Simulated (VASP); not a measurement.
# Cs8Sn8I25 (a cell with a defect) in VASP: single point with PBEsol

Aim: the single point of Cs8Sn8I25 (a cell with a defect) with PBEsol.

Everything below comes from runs of VASP 6.6.1. Logs are shortened: lines on timing, memory, paths and dates and some standing lists are left out, and cuts for length are marked.

### Step 1. The cell of the first run

The cell holds a defect, 41 atoms: a = 12.314 Å, b = 12.314 Å, c = 12.314 Å, α = 90.00°, β = 90.00°, γ = 90.00°.

### Step 2. Single point, PBEsol

INCAR

```
ALGO = Normal
EDIFF = 1E-6
ENCUT = 400
GGA = PS
GGA_COMPAT = False
ISIF = 2
ISMEAR = -1
ISYM = -1
LASPH = True
LCHARG = True
LELF = True
LREAL = Auto
LVHAR = True
LWAVE = False
NBANDS = 206
NELECT = 358.0
NELM = 120
PREC = Accurate
SIGMA = 0.05
```

KPOINTS

```
explicit points
1
Reciprocal
  0.25000000   0.25000000   0.25000000 1
```

POSCAR

```
Cs8Sn8I25
1.0
   12.3144620000      0.0000000000      0.0000000000
    0.0000000000     12.3144620000      0.0000000000
    0.0000000000      0.0000000000     12.3144620000
Cs Sn I
8 8 25
Direct
    0.9765240000      0.9781840000      0.0137710000
    0.9835500000      0.0115320000      0.4989360000
    0.9812670000      0.5007020000      0.0027870000
    0.9453610000      0.4854370000      0.4905360000
    0.5196210000      0.0111100000      0.9807100000
    0.5172340000      0.9856450000      0.4975050000
    0.5189810000      0.4931130000      0.9963090000
    0.5543500000      0.5140780000      0.5102200000
    0.2496290000      0.2477750000      0.2237610000
    0.2509230000      0.2389580000      0.7527210000
    0.2494640000      0.7452150000      0.2475570000
    0.2503430000      0.7386200000      0.7752310000
    0.7487770000      0.2439790000      0.2443400000
    0.7526080000      0.2460000000      0.7471640000
    0.7477280000      0.7457280000      0.2524540000
    0.7514920000      0.7477950000      0.7553760000
    0.2281100000      0.1753560000      0.9895250000
    0.2699120000      0.2395550000      0.4864020000
    0.2702490000      0.8121440000      0.0112700000
    0.2285340000      0.7109820000      0.5134390000
    0.7696420000      0.2419300000      0.9956120000
    0.7304380000      0.2463260000      0.4959790000
    0.7303340000      0.7502810000      0.0042860000
    0.7691560000      0.7489500000      0.5039440000
    0.9992340000      0.2505720000      0.2609880000
    0.0025080000      0.2509480000      0.7202980000
    0.9987720000      0.7365360000      0.2372720000
    0.0010590000      0.7530950000      0.7820840000
    0.4987580000      0.2358000000      0.2174840000
    0.5012020000      0.2547840000      0.7627260000
    0.4979330000      0.7387490000      0.2790500000
    0.5012310000      0.7410430000      0.7403910000
    0.2434590000      0.9855670000      0.3034960000
    0.2602990000      0.9972220000      0.7023020000
    0.2518290000      0.4873060000      0.1734560000
    0.2486170000      0.4994200000      0.8255930000
    0.7523410000      0.9945450000      0.2539320000
    0.7489230000      0.9975890000      0.7462710000
    0.7424640000      0.4946270000      0.2451410000
    0.7579230000      0.4974580000      0.7548020000
    0.2507170000      0.4734910000      0.4994470000
```

Potentials or basis: VASP PAW PBE potentials, release 64 (Cs_sv, Sn_d, I).

On the command line:

```sh
$ cat potpaw_PBE.64/Cs_sv/POTCAR potpaw_PBE.64/Sn_d/POTCAR potpaw_PBE.64/I/POTCAR > POTCAR
$ mpirun -np 1 vasp_std > vasp.out
```

OUTCAR:

```text
EDIFF = 1E-6
   ENCUT = 400
   GGA = PS
   ISIF = 2
   ISMEAR = -1
   ISYM = -1
   LASPH = True
   LREAL = Auto
   NELECT = 358.0
   NELM = 120
   PREC = Accurate

 ion  position               nearest neighbor table
   1  0.977  0.978  0.014-
   2  0.984  0.012  0.499-
   3  0.981  0.501  0.003-
   4  0.945  0.485  0.491-
   5  0.520  0.011  0.981-
   6  0.517  0.986  0.498-
   7  0.519  0.493  0.996-
   8  0.554  0.514  0.510-
   9  0.250  0.248  0.224-  35 3.01  17 3.03  29 3.07  25 3.12  18 3.25  33 3.38
  10  0.251  0.239  0.753-  17 3.03  34 3.04  26 3.09  30 3.09  18 3.29  36 3.33
  11  0.249  0.745  0.248-  19 3.04  33 3.04  31 3.09  27 3.09  35 3.30  20 3.31
  12  0.250  0.739  0.775-  36 3.01  19 3.05  28 3.08  32 3.12  20 3.25  34 3.31
  13  0.749  0.244  0.244-  21 3.07  37 3.07  39 3.09  25 3.09  29 3.10  22 3.11
  14  0.753  0.246  0.747-  38 3.06  21 3.07  26 3.10  40 3.10  30 3.10  22 3.11
  15  0.748  0.746  0.252-  23 3.06  37 3.06  39 3.09  31 3.09  27 3.10  24 3.11
  16  0.751  0.748  0.755-  23 3.08  38 3.08  40 3.08  32 3.09  28 3.09  24 3.10
  17  0.228  0.175  0.990-   9 3.03  10 3.03
  18  0.270  0.240  0.486-  41 2.89   9 3.25  10 3.29
  19  0.270  0.812  0.011-  11 3.04  12 3.05
  20  0.229  0.711  0.513-  41 2.94  12 3.25  11 3.31
  21  0.770  0.242  0.996-  14 3.07  13 3.07
  22  0.730  0.246  0.496-  14 3.11  13 3.11
  23  0.730  0.750  0.004-  15 3.06  16 3.08
  24  0.769  0.749  0.504-  16 3.10  15 3.11
  25  0.999  0.251  0.261-  13 3.09   9 3.12
  26  0.003  0.251  0.720-  10 3.09  14 3.10
[... 13 lines left out ...]
  40  0.758  0.497  0.755-  16 3.08  14 3.10
  41  0.251  0.473  0.499-  18 2.89  20 2.94

IMPORTANT INFORMATION: All symmetrisations will be switched off!
NOSYMM: (Re-)initialisation of all symmetry stuff for point group C_1.

----------------------------------------------------------------------------------------

                                     Primitive cell

  volume of cell :    1867.4386

  direct lattice vectors                    reciprocal lattice vectors
    12.314462000  0.000000000  0.000000000     0.081205334  0.000000000  0.000000000
     0.000000000 12.314462000  0.000000000     0.000000000  0.081205334  0.000000000
     0.000000000  0.000000000 12.314462000     0.000000000  0.000000000  0.081205334

  length of vectors
    12.314462000 12.314462000 12.314462000     0.081205334  0.081205334  0.081205334

  position of ions in fractional coordinates (direct lattice)
     0.976524000  0.978184000  0.013771000
     0.983550000  0.011532000  0.498936000
     0.981267000  0.500702000  0.002787000
     0.945361000  0.485437000  0.490536000
     0.519621000  0.011110000  0.980710000
     0.517234000  0.985645000  0.497505000
[... 33 lines left out ...]
     0.757923000  0.497458000  0.754802000
     0.250717000  0.473491000  0.499447000

  ion indices of the primitive-cell ions
   primitive index   ion index
                 1           1
                 2           2
                 3           3
                 4           4
                 5           5
                 6           6
[... 33 lines left out ...]
                40          40
                41          41

----------------------------------------------------------------------------------------

 KPOINTS: explicit points

Read explicit list of k-points.

 Found      1 k-points:

 Following reciprocal coordinates:
            Coordinates               Weight
  0.250000  0.250000  0.250000      1.000000
   k-points           NKPTS =      1   k-points in BZ     NKDIM =      1   number of bands    NBANDS=    206
   number of dos      NEDOS =    301   number of ions     NIONS =     41
   total plane-waves  NPLWV = 512000
   dimension x,y,z NGX =    80 NGY =   80 NGZ =   80
   dimension x,y,z NGXF=   160 NGYF=  160 NGZF=  160
   ions per type =               8   8  25
   NGX,Y,Z   is equivalent  to a cutoff of  10.80, 10.80, 10.80 a.u.
   NGXF,Y,Z  is equivalent  to a cutoff of  21.60, 21.60, 21.60 a.u.
 SYSTEM =  unknown system
   PREC   = accura    normal or accurate (medium, high low for compatibility)
   ISTART =      0    job   : 0-new  1-cont  2-samecut
   ICHARG =      2    charge: 1-file 2-atom 10-const
   ISPIN  =      1    spin polarized calculation?
   LNONCOLLINEAR =      F non collinear calculations
   LSORBIT =      F    spin-orbit coupling
   LASPH  =      T    aspherical Exc in radial PAW
   ENCUT  =  400.0 eV  29.40 Ry    5.42 a.u.  20.08 20.08 20.08*2*pi/ulx,y,z
   NELM   =    120;   NELMIN=  2; NELMDL= -5     # of ELM steps
   EDIFF  = 0.1E-05   stopping-criterion for ELM
   LREAL  =      T    real-space projection
   EDIFFG = 0.1E-04   stopping-criterion for IOM
   NSW    =      0    number of steps for IOM
   IBRION =     -1    ionic relax: 0-MD 1-quasi-New 2-CG
   NFREE  =      0    steps in history (QN), initial steepest desc. (CG)
   ISIF   =      2    stress and relaxation
   ISYM   =     -1    0-nonsym 1-usesym 2-fastsym
   POTIM  = 0.5000    time-step for ionic-motion
   TEBEG  =    0.0;   TEEND  =   0.0 temperature during run
   PSTRESS=    0.0 pullay stress
   NELECT =     358.0000    total number of electrons
   NUPDOWN=      -1.0000    fix difference up-down
   EMIN   =  10.00;   EMAX   =-10.00  energy-range for DOS
   EFERMI =   0.00;   METHOD = LEGACY
   ISMEAR =    -1;   SIGMA  =   0.05  broadening in eV -4-tet -1-fermi 0-gaus
   EFERMI_NEDOS =   21; number of points for ismear=-14 and -15
   IALGO  =     38    algorithm
   IMIX   =      4    mixing-type and parameters
     AMIX     =   0.40;   BMIX     =  1.00
     AMIX_MAG =   1.60;   BMIX_MAG =  1.00
  volume/ion in A,a.u.               =      45.55       307.37
  Fermi-wavevector in a.u.,A,eV,Ry     =   0.943960  1.783826 12.123622  0.891061
  Thomas-Fermi vector in A             =   2.071719
   LORBIT       =      0    0 simple, 1 ext, 2 COOP (PROOUT), +10 PAW based schemes
   GGA     = PS    functional components
   LHFCALC =     F    Hartree Fock is set to
   AEXX    =    0.0000 exact exchange contribution
   IVDW    =     0    specifies the selected vdW correction
   LEPSILON=     F    determine dielectric tensor
   LRPA    =     F    only Hartree local field effects (RPA)
 non-spin polarized calculation
  energy-cutoff  :      400.00
  volume of cell :     1867.44
 maximum number of plane-waves:     33935
 NGX is ok and might be reduce to    80
   NGX = 41   NGY = 41   NGZ = 41

 number of electron     358.0000004 magnetization

 Free energy of the ion-electron system (eV)
  ---------------------------------------------------
  ext. energy  EPLUGINS =         0.00000000
  ---------------------------------------------------
  free energy    TOTEN  =      -124.99295307 eV

  energy without entropy =     -124.99293623  energy(sigma->0) =     -124.99294465

 E-fermi :   2.5252     XC(G=0):  -7.8756

 val. band max:        1.9231275766   @ k =   0.2500   0.2500   0.2500
 cond. band min:       3.1229939137   @ k =   0.2500   0.2500   0.2500
 fundamental gap:      1.1998663371
 Fermi energy:         2.5252004743

 k-point     1 :       0.2500    0.2500    0.2500
  band No.  band energies     occupation
      1     -18.9731      2.00000
      2     -18.9624      2.00000
      3     -18.9600      2.00000
      4     -18.9537      2.00000
      5     -18.9490      2.00000
      6     -18.9479      2.00000
[... 183 lines left out ...]
    190       4.6739      0.00000
    191       4.7061      0.00000
 [bands above 191 left out]

------------------------ aborting loop because EDIFF is reached ----------------------------------------

  FORCE on cell =-STRESS in cart. coord.  units (eV):
  Direction    XX          YY          ZZ          XY          YZ          ZX
  --------------------------------------------------------------------------------------
  -------------------------------------------------------------------------------------
  Total       -8.9631974    -12.3513023     -9.1939442     -0.6008627      0.0237756     -0.5248777
  in kB       -7.6900155    -10.5968553     -7.8879858     -0.5155129      0.0203984     -0.4503212
  external PRESSURE =      -8.7249522 kB  Pullay stress =       0.0000000 kB

 VOLUME and BASIS-vectors are now :
 -----------------------------------------------------------------------------
  energy-cutoff  :      400.00
  volume of cell :     1867.44
      direct lattice vectors                 reciprocal lattice vectors
    12.314462000  0.000000000  0.000000000     0.081205334  0.000000000  0.000000000
     0.000000000 12.314462000  0.000000000     0.000000000  0.081205334  0.000000000
     0.000000000  0.000000000 12.314462000     0.000000000  0.000000000  0.081205334

 POSITION                                       TOTAL-FORCE (eV/Angst)
 -----------------------------------------------------------------------------------
     12.02537     12.04581      0.16958         0.000934     -0.001849      0.000350
     12.11189      0.14201      6.14413         0.003945     -0.005312      0.005156
     12.08378      6.16588      0.03432         0.000489     -0.005884     -0.001520
     11.64161      5.97790      6.04069         0.000059     -0.001098      0.000273
      6.39885      0.13681     12.07692         0.001645      0.002161      0.004604
      6.36946     12.13769      6.12651         0.001834     -0.004216      0.001150
[... 33 lines left out ...]
      9.33341      6.12593      9.29498         0.000234      0.001016     -0.001233
      3.08744      5.83079      6.15042         0.006109      0.011665      0.014617
 -----------------------------------------------------------------------------------
    total drift:                               -0.014843     -0.002263      0.002912

  FREE ENERGIE OF THE ION-ELECTRON SYSTEM (eV)
  ---------------------------------------------------
  free  energy   TOTEN  =      -124.9929530741 eV

  energy  without entropy=     -124.9929362343  energy(sigma->0) =     -124.99294465
```

Wall time 13 min (1 thread of AMD EPYC 7R13 (Zen 3), shared host); peak memory 1 GiB.

What came out:

* Free energy: -124.9930 eV
* Largest force: 0.023 eV/Å

Forces in eV/Å, atoms in the order of the input:
```
Cs   0.001 -0.002  0.000
Cs   0.004 -0.005  0.005
Cs   0.000 -0.006 -0.002
Cs   0.000 -0.001  0.000
Cs   0.002  0.002  0.005
Cs   0.002 -0.004  0.001
Cs   0.000 -0.002  0.004
Cs   0.005  0.002  0.002
Sn   0.001 -0.007  0.008
Sn  -0.004 -0.010  0.020
Sn   0.003 -0.001 -0.001
Sn   0.000  0.005 -0.004
Sn   0.000  0.000 -0.002
Sn  -0.001  0.001 -0.001
Sn   0.002  0.001  0.002
Sn  -0.002  0.004  0.004
I    0.004 -0.002 -0.018
I   -0.006  0.001  0.002
I   -0.007  0.002 -0.008
I    0.000 -0.008  0.010
I    0.000  0.004 -0.003
I    0.001 -0.001  0.002
I    0.002  0.000 -0.001
I   -0.002  0.003 -0.003
I   -0.005 -0.003 -0.003
I    0.005  0.007 -0.001
I   -0.007 -0.005 -0.001
I    0.005  0.001 -0.006
I    0.007  0.002  0.002
I   -0.004  0.003 -0.004
I    0.002  0.000 -0.004
I   -0.002  0.004  0.002
I    0.000  0.006 -0.003
I   -0.008 -0.003  0.001
I    0.002  0.009 -0.009
I   -0.003 -0.005 -0.007
I   -0.005 -0.003  0.000
I    0.004  0.000 -0.002
I   -0.001 -0.001  0.001
I    0.000  0.001 -0.001
I    0.006  0.012  0.015
```

Caveat: the cell carries a net charge on a neutralising background, which shifts energy and pressure; the cell is charged against a uniform background, so pressure and absolute levels hang on convention; the PAW data sets were made with another functional, which shifts forces and pressure a little; spin-orbit coupling is left out, which moves the levels of the heavy elements.
